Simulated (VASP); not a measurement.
# SiGe2N (P6/mmm) in VASP: single point with PBE

Aim: the single point of SiGe2N with PBE.

All numbers are computed with VASP 6.6.1; they aren't measurements. Logs are shortened: lines on timing, memory, paths and dates and some standing lists are left out, and cuts for length are marked.

## Step 1: The cell of the first run

It takes space group P6/mmm (No. 191, hexagonal). Conventional cell: a = 4.937 Å, b = 4.937 Å, c = 3.349 Å, α = 90.00°, β = 90.00°, γ = 120.00°. Within 2.2 Å of Si (site symmetry 6/mmm) lie 2 N at 1.67 Å. Within 3.8 Å of Ge (site symmetry -6m2) lie 5 Ge at 2.85 to 3.35 Å and 3 N at 2.85 Å and 6 Si at 3.31 Å. Within 2.2 Å of N (site symmetry 6/mmm) lie 2 Si at 1.67 Å.

## Step 2: Single point, PBE

INCAR

```
PREC = Accurate ; ENCUT = 520
EDIFF = 1E-6 ; ISMEAR = 0
SIGMA = 0.1 ; LREAL = False
LASPH = True ; NELM = 100
ALGO = Normal ; ISIF = 2
LWAVE = False ; LCHARG = False
GGA = PE ; NBANDS = 26
```

KPOINTS

```
Automatic mesh
0
Gamma
  12 12 14
```

POSCAR

```
SiGe2N
1.0
    4.9372283935      0.0000000000      0.0000000000
   -2.4686141968      4.2757652131      0.0000000000
    0.0000000000      0.0000000000      3.3490801473
Si Ge N
1 2 1
Direct
    0.0000000000      0.0000000000      0.5000000000
    0.6666666667      0.3333333333      0.0000000000
    0.3333333333      0.6666666667      0.0000000000
    0.0000000000      0.0000000000      0.0000000000
```

Potentials or basis: VASP PAW PBE potentials, release 64 (Si, Ge_d, N).

On the command line:

```console
cat potpaw_PBE.64/Si/POTCAR potpaw_PBE.64/Ge_d/POTCAR potpaw_PBE.64/N/POTCAR > POTCAR
mpirun -np 1 vasp_std > vasp.out
```

OUTCAR:

```text
PREC = Accurate
   ENCUT = 520
   EDIFF = 1E-6
   ISMEAR = 0
   LREAL = False
   LASPH = True
   NELM = 100
   ISIF = 2
   GGA = PE

 ion  position               nearest neighbor table
   1  0.000  0.000  0.500-   4 1.67   4 1.67
   2  0.667  0.333  0.000-   3 2.85   3 2.85   3 2.85
   3  0.333  0.667  0.000-   2 2.85   2 2.85   2 2.85
   4  0.000  0.000  0.000-   1 1.67   1 1.67

  LATTYP: Found a hexagonal cell.
 ALAT       =     4.9372283935
 C/A-ratio  =     0.6783320277

  Lattice vectors:

 A1 = (   4.9372283935,   0.0000000000,   0.0000000000)
 A2 = (  -2.4686141968,   4.2757652131,   0.0000000000)
 A3 = (   0.0000000000,   0.0000000000,   3.3490801473)

Analysis of symmetry for initial positions (statically):
=====================================================================
 Subroutine PRICEL returns:
 Original cell was already a primitive cell.

 Routine SETGRP: Setting up the symmetry group for a
 hexagonal supercell.

 Subroutine GETGRP returns: Found 24 space group operations
 (whereof 24 operations were pure point group operations)
 out of a pool of 24 trial point group operations.

The static configuration has the point symmetry D_6h.

Analysis of symmetry for dynamics (positions and initial velocities):
=====================================================================
 Subroutine PRICEL returns:
 Original cell was already a primitive cell.

 Routine SETGRP: Setting up the symmetry group for a
 hexagonal supercell.

 Subroutine GETGRP returns: Found 24 space group operations
 (whereof 24 operations were pure point group operations)
 out of a pool of 24 trial point group operations.

The dynamic configuration has the point symmetry D_6h.

 Subroutine INISYM returns: Found 24 space group operations
 (whereof 24 operations are pure point group operations),
 and found     1 'primitive' translations

----------------------------------------------------------------------------------------

                                     Primitive cell

  volume of cell :      70.7005

  direct lattice vectors                    reciprocal lattice vectors
     4.937228393  0.000000000  0.000000000     0.202542787  0.116938133  0.000000000
    -2.468614197  4.275765213  0.000000000     0.000000000  0.233876265  0.000000000
     0.000000000  0.000000000  3.349080147     0.000000000  0.000000000  0.298589450

  length of vectors
     4.937228393  4.937228394  3.349080147     0.233876265  0.233876265  0.298589450

  position of ions in fractional coordinates (direct lattice)
     0.000000000  0.000000000  0.500000000
     0.666666667  0.333333333  0.000000000
     0.333333333  0.666666667  0.000000000
     0.000000000  0.000000000  0.000000000

  ion indices of the primitive-cell ions
   primitive index   ion index
                 1           1
                 2           2
                 3           3
                 4           4

----------------------------------------------------------------------------------------

 KPOINTS: Automatic mesh

Automatic generation of k-mesh.
 Grid dimensions read from file:
 generate k-points for:   12   12   14

 Generating k-lattice:

  Cartesian coordinates                     Fractional coordinates (reciprocal lattice)
     0.016878566  0.009744844  0.000000000     0.083333333  0.000000000  0.000000000
     0.000000000  0.019489689  0.000000000     0.000000000  0.083333333  0.000000000
     0.000000000  0.000000000  0.021327818     0.000000000  0.000000000  0.071428571

  Length of vectors
     0.019489689  0.019489689  0.021327818

  Shift w.r.t. Gamma in fractional coordinates (k-lattice)
     0.000000000  0.000000000  0.000000000

 Subroutine IBZKPT returns following result:
 ===========================================

 Found    152 irreducible k-points:

 Following reciprocal coordinates:
            Coordinates               Weight
  0.000000  0.000000  0.000000      1.000000
  0.083333  0.000000  0.000000      6.000000
  0.166667  0.000000  0.000000      6.000000
  0.250000  0.000000  0.000000      6.000000
  0.333333  0.000000  0.000000      6.000000
  0.416667  0.000000  0.000000      6.000000
[... 16 lines left out ...]
  0.250000  0.000000  0.071429     12.000000
  0.333333  0.000000  0.071429     12.000000
 [... further k-points ...]
   k-points           NKPTS =    152   k-points in BZ     NKDIM =    152   number of bands    NBANDS=     26
   number of dos      NEDOS =    301   number of ions     NIONS =      4
   total plane-waves  NPLWV =  44800
   dimension x,y,z NGX =    40 NGY =   40 NGZ =   28
   dimension x,y,z NGXF=    80 NGYF=   80 NGZF=   56
   ions per type =               1   2   1
   NGX,Y,Z   is equivalent  to a cutoff of  13.47, 13.47, 13.90 a.u.
   NGXF,Y,Z  is equivalent  to a cutoff of  26.94, 26.94, 27.80 a.u.
 SYSTEM =  unknown system
   PREC   = accura    normal or accurate (medium, high low for compatibility)
   ISTART =      0    job   : 0-new  1-cont  2-samecut
   ICHARG =      2    charge: 1-file 2-atom 10-const
   ISPIN  =      1    spin polarized calculation?
   LNONCOLLINEAR =      F non collinear calculations
   LSORBIT =      F    spin-orbit coupling
   LASPH  =      T    aspherical Exc in radial PAW
   ENCUT  =  520.0 eV  38.22 Ry    6.18 a.u.   9.18  9.18  6.23*2*pi/ulx,y,z
   NELM   =    100;   NELMIN=  2; NELMDL= -5     # of ELM steps
   EDIFF  = 0.1E-05   stopping-criterion for ELM
   LREAL  =      F    real-space projection
   EDIFFG = 0.1E-04   stopping-criterion for IOM
   NSW    =      0    number of steps for IOM
   IBRION =     -1    ionic relax: 0-MD 1-quasi-New 2-CG
   NFREE  =      0    steps in history (QN), initial steepest desc. (CG)
   ISIF   =      2    stress and relaxation
   ISYM   =      2    0-nonsym 1-usesym 2-fastsym
   POTIM  = 0.5000    time-step for ionic-motion
   TEBEG  =    0.0;   TEEND  =   0.0 temperature during run
   PSTRESS=    0.0 pullay stress
   NELECT =      37.0000    total number of electrons
   NUPDOWN=      -1.0000    fix difference up-down
   EMIN   =  10.00;   EMAX   =-10.00  energy-range for DOS
   EFERMI =   0.00;   METHOD = LEGACY
   ISMEAR =     0;   SIGMA  =   0.10  broadening in eV -4-tet -1-fermi 0-gaus
   EFERMI_NEDOS =   21; number of points for ismear=-14 and -15
   IALGO  =     38    algorithm
   IMIX   =      4    mixing-type and parameters
     AMIX     =   0.40;   BMIX     =  1.00
     AMIX_MAG =   1.60;   BMIX_MAG =  1.00
  volume/ion in A,a.u.               =      17.68       119.28
  Fermi-wavevector in a.u.,A,eV,Ry     =   1.319273  2.493064 23.680670  1.740480
  Thomas-Fermi vector in A             =   2.449183
   LORBIT       =      0    0 simple, 1 ext, 2 COOP (PROOUT), +10 PAW based schemes
   GGA     = PE    functional components
   LHFCALC =     F    Hartree Fock is set to
   AEXX    =    0.0000 exact exchange contribution
   IVDW    =     0    specifies the selected vdW correction
   LEPSILON=     F    determine dielectric tensor
   LRPA    =     F    only Hartree local field effects (RPA)
 non-spin polarized calculation
 Gauss-broadening in eV      SIGMA  =   0.10
  energy-cutoff  :      520.00
  volume of cell :       70.70
 maximum number of plane-waves:      1922
 NGX is ok and might be reduce to    40
   NGX = 19   NGY = 19   NGZ = 13

 number of electron      37.0000005 magnetization

 Free energy of the ion-electron system (eV)
  ---------------------------------------------------
  ext. energy  EPLUGINS =         0.00000000
  ---------------------------------------------------
  free energy    TOTEN  =       -19.72617459 eV

  energy without entropy =      -19.71468400  energy(sigma->0) =      -19.72042930

 E-fermi :   5.6251     XC(G=0): -10.4417

 val. band max:        5.6232943453   @ k =   0.3333   0.2500   0.0714
 cond. band min:       5.6282570825   @ k =   0.4167   0.0833   0.1429
 fundamental gap:      0.0049627371
 Fermi energy:         5.6250511532

 k-point     1 :       0.0000    0.0000    0.0000
  band No.  band energies     occupation
      1     -19.0851      2.00000
      2     -19.0505      2.00000
      3     -19.0505      2.00000
      4     -19.0453      2.00000
      5     -19.0453      2.00000
      6     -19.0284      2.00000
[... 18 lines left out ...]
     25      12.6090      0.00000
     26      13.7130      0.00000

 k-point     2 :       0.0833    0.0000    0.0000
  band No.  band energies     occupation
      1     -19.0848      2.00000
      2     -19.0534      2.00000
      3     -19.0529      2.00000
      4     -19.0455      2.00000
      5     -19.0450      2.00000
      6     -19.0272      2.00000
[... 18 lines left out ...]
     25      12.4890      0.00000
     26      13.8296      0.00000

 k-point     3 :       0.1667    0.0000    0.0000
  band No.  band energies     occupation
      1     -19.0841      2.00000
      2     -19.0596      2.00000
      3     -19.0584      2.00000
      4     -19.0460      2.00000
      5     -19.0439      2.00000
      6     -19.0259      2.00000
[... 18 lines left out ...]
     25      12.1496      0.00000
     26      14.1401      0.00000

 k-point     4 :       0.2500    0.0000    0.0000
  band No.  band energies     occupation
      1     -19.0832      2.00000
      2     -19.0661      2.00000
      3     -19.0644      2.00000
      4     -19.0466      2.00000
      5     -19.0423      2.00000
      6     -19.0257      2.00000
[... 18 lines left out ...]
     25      11.6481      0.00000
     26      14.5570      0.00000
[... 496 lines left out ...]
      1     -19.0828      2.00000
      2     -19.0593      2.00000
      3     -19.0583      2.00000
      4     -19.0465      2.00000
      5     -19.0445      2.00000
      6     -19.0247      2.00000
[... 18 lines left out ...]
     25      11.7760      0.00000
     26      14.4949      0.00000

 k-point    23 :       0.2500    0.0000    0.0714
  band No.  band energies     occupation
      1     -19.0819      2.00000
      2     -19.0657      2.00000
      3     -19.0643      2.00000
      4     -19.0472      2.00000
      5     -19.0429      2.00000
      6     -19.0246      2.00000
[... 18 lines left out ...]
     25      11.2919      0.00000
     26      14.7609      0.00000

 k-point    24 :       0.3333    0.0000    0.0714
  band No.  band energies     occupation
      1     -19.0814      2.00000
      2     -19.0707      2.00000
      3     -19.0694      2.00000
      4     -19.0478      2.00000
      5     -19.0410      2.00000
      6     -19.0250      2.00000
[... 18 lines left out ...]
     25      10.7309      0.00000
     26      15.1779      0.00000

 [... further k-points ...]
[... 5 lines left out ...]
  --------------------------------------------------------------------------------------
  -------------------------------------------------------------------------------------
  Total       -0.0309726     -0.0309726     -0.0045401      0.0000000      0.0000000      0.0000000
  in kB       -0.7018848     -0.7018848     -0.1028850      0.0000000      0.0000000      0.0000000
  external PRESSURE =      -0.5022182 kB  Pullay stress =       0.0000000 kB

 VOLUME and BASIS-vectors are now :
 -----------------------------------------------------------------------------
  energy-cutoff  :      520.00
  volume of cell :       70.70
      direct lattice vectors                 reciprocal lattice vectors
     4.937228393  0.000000000  0.000000000     0.202542787  0.116938133  0.000000000
    -2.468614197  4.275765213  0.000000000     0.000000000  0.233876265  0.000000000
     0.000000000  0.000000000  3.349080147     0.000000000  0.000000000  0.298589450

 POSITION                                       TOTAL-FORCE (eV/Angst)
 -----------------------------------------------------------------------------------
      0.00000      0.00000      1.67454        -0.000000      0.000000      0.000000
      2.46861      1.42526      0.00000        -0.000000      0.000000      0.000000
     -0.00000      2.85051      0.00000         0.000000      0.000000      0.000000
      0.00000      0.00000      0.00000        -0.000000      0.000000      0.000000
 -----------------------------------------------------------------------------------
    total drift:                                0.000000     -0.000000      0.000000

  FREE ENERGIE OF THE ION-ELECTRON SYSTEM (eV)
  ---------------------------------------------------
  free  energy   TOTEN  =       -19.7261745935 eV

  energy  without entropy=      -19.7146839966  energy(sigma->0) =      -19.72042930
```

Wall time 7.8 min (1 thread of Intel Xeon 8259CL, shared host); peak memory 0.38 GiB.

Results:

| Item | Value |
| --- | --- |
| Free energy | -19.7262 eV |
| Pressure | -0.1 GPa |
| Band gap on the k mesh | zero (an odd number of electrons rules out a gap without spin polarisation) |
